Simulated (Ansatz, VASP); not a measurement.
## One calculation of Pt, two programs

```
Pt
1.0
     0.00000    3.03547    3.03547
     3.03547    0.00000    3.03547
     3.03547    3.03547    0.00000
Pt
3
Direct
  0.00000 0.00000 0.00000
  0.75000 0.75000 0.75000
  0.25000 0.25000 0.25000
```

Alike in both runs: functional PBE; k mesh 14 × 14 × 14; occupations gaussian, width 0.1 eV; no spin polarisation.

Ansatz relaxed the structure, and its values are those at the end. VASP's run is a single point on that final structure, the one shown.

|  | VASP | Ansatz |
| --- | --- | --- |
| version | VASP 6.6.1 | Ansatz 0.2.0 |
| potentials or method | VASP PAW PBE potentials, release 64 (Pt), cutoff 520 eV | scalar-relativistic, plane waves, PAW |
| valence electrons in the cell | 30 | 54 |

VASP gave:

| Quantity | Value |
| --- | --- |
| gap on the k mesh at the Fermi level (eV) | none |
| pressure (GPa) | -0.4 |

Problem. Which values does Ansatz return?

Solution. gap on the k mesh at the Fermi level (eV): none; pressure (GPa): 0.0.

A gap of «none» marks a metal or a gap that the smearing closes. The functional is the same, so the differences come from potentials, cutoffs and numerics. VASP's potentials hold 30 valence electrons a cell and Ansatz's 54, so a difference there can come from the potentials and not from the codes.

Spin-orbit coupling is off throughout.
